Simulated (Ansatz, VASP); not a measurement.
**Two plane-wave programs on AlNi3**

INCAR

```
ALGO = Normal ; EDIFF = 1E-7
EDIFFG = -0.01 ; ENCUT = 520
GGA = PE ; IBRION = 2
ISIF = 2 ; ISMEAR = -1
ISPIN = 2 ; LASPH = True
LCHARG = False ; LMAXMIX = 4
LORBIT = 11 ; LREAL = False
LWAVE = False ; MAGMOM = 1 1 1 0
NELM = 150 ; NSW = 60
PREC = Accurate ; SIGMA = 0.05
```

Contents of KPOINTS:

```
k-points
0
Gamma
  6 6 6
```

POSCAR

```
AlNi3
1.0
    3.5935158212      0.0000000000      0.0000000000
    0.0000000000      3.5935158212      0.0000000000
    0.0000000000      0.0000000000      3.5230547267
Ni Al
3 1
Direct
    0.5000000000      0.5000000000      0.0000000000
    0.5000000000      0.0000000000      0.5000000000
    0.0000000000      0.5000000000      0.5000000000
    0.0000000000      0.0000000000      0.0000000000
```

File input.yaml:

```yaml
crystal:
  lattice:
    - [3.5935158212, 0.0, 0.0]
    - [0.0, 3.5935158212, 0.0]
    - [0.0, 0.0, 3.5230547267]
  atoms:
    - { symbol: Ni, position: [0.5, 0.5, 0.0], spin: 1.0 }
    - { symbol: Ni, position: [0.5, 0.0, 0.5], spin: 1.0 }
    - { symbol: Ni, position: [0.0, 0.5, 0.5], spin: 1.0 }
    - { symbol: Al, position: [0.0, 0.0, 0.0] }
hamiltonian:
  xc: pbe
  pseudopotentials: { kind: paw }
magnetization:
  spin_polarized: true
kpoints:
  mp_grid: { grid: [6, 6, 6] }
scf:
  occupations: { method: fermi_dirac, width: 0.05 }
output:
  forces: true
  stress: true
  eigenvalues: true
relax:
  f_tol: 0.01
  max_steps: 40
```

Alike in both runs: task relaxation of the atoms; functional PBE; k mesh 6 × 6 × 6; occupations fermi-dirac, width 0.05 eV; collinear spin.

|  | VASP | Ansatz |
| --- | --- | --- |
| version | VASP 6.6.1 | Ansatz 0.2.0 |
| potentials or method | VASP PAW PBE potentials, release 64 (Ni, Al) | Ansatz PAW |
| plane-wave cutoff (eV) | 520 | 420 |
| valence electrons in the cell | 33 | 57 |

Ansatz gave:

| Quantity | Value |
| --- | --- |
| gap on the k mesh at the Fermi level, each at its own relaxed structure (eV) | none |
| net moment per atom (μB) | 0.18 |
| size of the moment on the site where the two differ most (μB) | 0.26 |

Estimate VASP's values.

gap on the k mesh at the Fermi level, each at its own relaxed structure (eV): none; net moment per atom (μB): 0.17; size of the moment on the site where the two differ most (μB): 0.24.

Site moments also hang on the region over which each program counts them. A gap of «none» marks a metal or a gap that the smearing closes. VASP's potentials hold 33 valence electrons a cell and Ansatz's 57, so a difference there can come from the potentials and not from the codes.

Noted on VASP's run: the relaxation stopped at its first step, so nothing moved. Noted on Ansatz's run: the relaxation stopped at its first step, so nothing moved.
